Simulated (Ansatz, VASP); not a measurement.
Given: the input of a run of Ansatz 0.2.0 on Te.

The input input.yaml:

```yaml
crystal:
  lattice:
    - [4.454, 0.0, 0.0]
    - [-2.227, 3.8572771485, 0.0]
    - [0.0, 0.0, 5.924]
  atoms:
    - { symbol: Te, position: [0.731, 0.731, 0.0] }
    - { symbol: Te, position: [0.0, 0.269, 0.6666666667] }
    - { symbol: Te, position: [0.269, 0.0, 0.3333333333] }
kpoints:
  mp_grid: { grid: [7, 7, 5] }
scf:
  occupations: { method: fermi_dirac, width: 0.05 }
hamiltonian:
  xc: pbesol
  pseudopotentials: { kind: all_electron, lapw: { basis_error: 0.002 } }
output:
  forces: true
  stress: true
relax:
  f_tol: 0.01
  max_steps: 60
  cell: {}
```

Potentials or basis: all-electron LAPW, scalar-relativistic.

Run with:

```sh
$ ansatz run input.yaml --threads 2 --pin off --max-ram 8192MiB --backend cpu --events-out ev --progress --plain --runs-dir out
```

Task: Translate it to VASP 6.6.1. Potentials there: VASP PAW PBE potentials, release 64 (Te).

Result: As run (the cutoff follows the program's own potentials):

The input INCAR:

```
PREC     = Accurate       # precision mode
ENCUT    = 600            # plane-wave cutoff, eV
EDIFF    = 1E-6           # SCF threshold, eV
ISMEAR   = -1             # smearing method
SIGMA    = 0.05           # smearing width, eV
LREAL    = False          # projectors in reciprocal space
LASPH    = True           # aspherical terms in the spheres
NELM     = 60             # most SCF steps
ALGO     = Normal         # electronic algorithm
ISIF     = 3              # what is computed and relaxed
LWAVE    = False          # write WAVECAR
LCHARG   = False          # write CHGCAR
GGA      = PS             # functional
IBRION   = 2              # ionic algorithm
NSW      = 80             # ionic steps
EDIFFG   = -0.01          # ionic threshold
```

KPOINTS

```
Automatic mesh
0
Gamma
  7 7 5
```

File POSCAR:

```
Te
1.0
    4.4540000000      0.0000000000      0.0000000000
   -2.2270000000      3.8572771485      0.0000000000
    0.0000000000      0.0000000000      5.9240000000
Te
3
Direct
    0.7310000000      0.7310000000      0.0000000000
    0.0000000000      0.2690000000      0.6666666667
    0.2690000000      0.0000000000      0.3333333333
```

Potentials or basis: VASP PAW PBE potentials, release 64 (Te).

Command:

```sh
$ cat potpaw_PBE.64/Te/POTCAR > POTCAR
$ mpirun -np 1 vasp_std > vasp.out
```

Both were run:

|  | VASP | Ansatz | Ansatz less VASP |
| --- | --- | --- | --- |
| relaxed volume (Å³/atom) | 32.10 | 32.12 | +0.020 |
| relaxed cell length with the largest relative difference (Å) | 4.323 | 4.325 | +0.0026 |

VASP's potentials were made for PBE, not for PBEsol. Ansatz ran all-electron here, and VASP with PAW potentials.

Spin-orbit coupling is off throughout.
